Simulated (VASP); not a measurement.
A run of VASP 6.6.1 is set up as follows.

The input INCAR:

```
SYSTEM = BeTe
PREC = Accurate ; ENCUT = 520
EDIFF = 1E-6 ; ISMEAR = 0
SIGMA = 0.02 ; LREAL = .FALSE.
LASPH = .TRUE. ; NELM = 80
ALGO = Normal ; ISIF = 2
LWAVE = .FALSE. ; LCHARG = .TRUE.
GGA = PE ; LELF = .TRUE.
LVHAR = .TRUE. ; NBANDS = 11
```

The input KPOINTS:

```
Automatic mesh
0
G
  10 10 10
  0 0 0
```

File POSCAR:

```
BeTe
1.0
   -2.0025495318      2.0025495318      2.8319542232
    2.0025495318     -2.0025495318      2.8319542232
    2.0025495318      2.0025495318     -2.8319542232
Be Te
1 1
Direct
    0.0000000000      0.0000000000      0.0000000000
    0.2500000000      0.7500000000      0.5000000000
```

Potentials or basis: VASP PAW PBE potentials, release 64 (Be, Te).

Run with:

```sh
$ cat potpaw_PBE.64/Be/POTCAR potpaw_PBE.64/Te/POTCAR > POTCAR
$ mpirun -np 1 vasp_std > vasp.out
```

Q: Predict the band gap on the k mesh.

A: 2.01 eV (least direct gap 3.62 eV).

Q: What does it give for the pressure?

A: 0.1 GPa.

Caveat: spin-orbit coupling is left out, which moves the levels of the heavy elements. A k mesh can miss the band edges.
